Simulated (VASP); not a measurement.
# AlH4: relaxation of cell and atoms with PBE

The system is AlH4.

```
CELL_PARAMETERS angstrom
3.32176 0.00000 0.00000
-1.66088 2.87673 0.00000
0.00000 0.00000 4.59286
ATOMIC_POSITIONS crystal
Al 0.00000 0.00000 0.00000
H 0.33333 0.66667 0.00000
H 0.66667 0.33333 0.00000
H 0.00000 0.00000 0.38283
H 0.00000 0.00000 0.61717
```

```yaml
Program: VASP 6.6.1
Task: relaxation of cell and atoms
Functional: PBE
Potentials_or_basis: VASP PAW PBE potentials, release 64 (Al, H)
Cutoff: 600 eV
k_mesh: 12 × 12 × 8
Occupations: gaussian, width 0.1 eV
Spin: no spin polarisation
Dipole_correction: no
Further_INCAR_settings: ALGO = Normal; EDIFF = 1e-07; IBRION = 2; EDIFFG = -0.01; NSW = 100; ISIF = 3
```

```yaml
Relaxed_volume: 8.71 Å³/atom
Relaxed_cell: a = 3.299 Å, b = 3.299 Å, c = 4.623 Å, α = 90.00°, β = 90.00°, γ = 120.00°
Space_group_after_relaxing_to_0.05_Å: P6/mmm (No. 191)
Energy_gained_by_relaxing: 1.9 meV/atom
Ionic_steps: 6
Pressure_after_relaxing: 0.1 GPa
Largest_force_after_relaxing: 0.007 eV/Å
```

Forces in eV/Å, atoms in the order of the input:
```
Al   0.000  0.000  0.000
H    0.000  0.000  0.000
H    0.000  0.000  0.000
H    0.000  0.000  0.007
H    0.000  0.000 -0.007
```

Stress tensor (GPa, compression positive):
```
0.14 0.00 0.00
0.00 0.14 0.00
0.00 0.00 0.05
```

Step by step:
| step | energy change (eV) | largest force (eV/Å) | pressure (GPa) | volume (Å³) |
| --- | --- | --- | --- | --- |
| 1 | 0.0000 | 0.1774 | -0.30 | 43.89 |
| 2 | -0.0035 | 0.1521 | -0.23 | 43.78 |
| 3 | -0.0094 | 0.0393 | 0.18 | 43.47 |
| 4 | -0.0095 | 0.0102 | 0.29 | 43.41 |
| 5 | -0.0095 | 0.0148 | 0.28 | 43.42 |
| 6 | -0.0097 | 0.0074 | 0.11 | 43.57 |

Final structure:
```cif
data_structure
_symmetry_space_group_name_H-M 'P 1'
_symmetry_Int_Tables_number 1
_cell_length_a 3.2988
_cell_length_b 3.2988
_cell_length_c 4.6230
_cell_angle_alpha 90.000
_cell_angle_beta 90.000
_cell_angle_gamma 120.000
_cell_volume 43.57
loop_
_atom_site_label
_atom_site_type_symbol
_atom_site_fract_x
_atom_site_fract_y
_atom_site_fract_z
_atom_site_occupancy
Al1 Al 0.00000 0.00000 0.00000 1
H1 H 0.33333 0.66667 0.00000 1
H2 H 0.66667 0.33333 0.00000 1
H3 H 0.00000 0.00000 0.39163 1
H4 H 0.00000 0.00000 0.60837 1
```

Levels at points of the mesh, in eV from the Fermi level:
| k point | band 1 | band 2 | band 3 | band 4 | band 5 | band 6 | band 7 |
| --- | --- | --- | --- | --- | --- | --- | --- |
| (0.00, 0.00, 0.00) | -10.89 | -5.63 | -1.86 | 2.42 | 7.61 | 7.61 | 8.93 |
| (0.50, 0.00, 0.00) | -7.40 | -6.79 | -3.36 | 0.21 | 3.78 | 4.17 | 5.48 |
| (0.00, 0.00, 0.50) | -10.34 | -7.55 | 1.93 | 2.44 | 4.67 | 7.92 | 7.92 |
| (0.50, 0.00, 0.50) | -6.70 | -6.39 | -5.40 | 0.61 | 2.78 | 4.44 | 7.72 |

Wall time 2.6 min on 1 thread of Intel(R) Xeon(R) Platinum 8375C CPU @ 2.90GHz (Ice Lake), with other jobs on the host, peak memory 0.19 GiB.
